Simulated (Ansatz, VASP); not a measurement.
# Ir in VASP and in Ansatz

INCAR

```
SYSTEM = Ir
PREC = Accurate
ENCUT = 500
EDIFF = 1E-6
ISMEAR = 0
SIGMA = 0.15
LREAL = .FALSE.
LASPH = .TRUE.
NELM = 120
ALGO = Normal
ISIF = 2
LWAVE = .FALSE.
LCHARG = .FALSE.
GGA = PS
NBANDS = 24
GGA_COMPAT = .FALSE.
```

The input KPOINTS:

```
regular mesh
0
G
  18 18 12
  0 0 0
```

The input POSCAR:

```
Ir
1.0
    2.7513778946      0.0000000000      0.0000000000
   -1.3756889473      2.3827631521      0.0000000000
    0.0000000000      0.0000000000      4.3284213000
Ir
2
Direct
    0.6666666667      0.3333333333      0.7500000000
    0.3333333333      0.6666666667      0.2500000000
```

Input for Ansatz:

```yaml
crystal:
  lattice:
    - [2.7513778946, 0.0, 0.0]
    - [-1.3756889473, 2.3827631521, 0.0]
    - [0.0, 0.0, 4.3284213]
  atoms:
    - { symbol: Ir, position: [0.6666666667, 0.3333333333, 0.75] }
    - { symbol: Ir, position: [0.3333333333, 0.6666666667, 0.25] }
basis:
  ecutwfc: 420
kpoints:
  mp_grid: { grid: [18, 18, 12] }
hamiltonian:
  xc: pbesol
scf:
  occupations: { method: gaussian, width: 0.15 }
output:
  forces: true
  stress: true
  eigenvalues: true
  write_density: true
  write_potential: true
  elf: true
  volumetric_format: npy
```

Change from the starting cell: strain +0.000 along x and y, -0.030 along z, atoms carried along.

Alike in both runs: task single point; functional PBEsol; k mesh 18 × 18 × 12; occupations gaussian, width 0.15 eV; no spin polarisation.

|  | VASP | Ansatz |
| --- | --- | --- |
| version | VASP 6.6.1 | Ansatz 0.2.0 |
| potentials or method | VASP PAW PBE potentials, release 64 (Ir_sv_GW), cutoff 500 eV | scalar-relativistic, plane waves, PAW |
| valence electrons in the cell | 34 | 34 |

|  | VASP | Ansatz | Ansatz less VASP |
| --- | --- | --- | --- |
| gap on the k mesh at the Fermi level (eV) | none | none | - |
| pressure (GPa) | -4.5 | -1.4 | +3.17 |
| traceless stress, the component that is largest in VASP (GPa) | 7.92 | 7.94 | +0.025 |

VASP's potentials were made for PBE, not for PBEsol. A gap of «none» marks a metal or a gap that the smearing closes.

Neither program's run includes spin-orbit coupling.
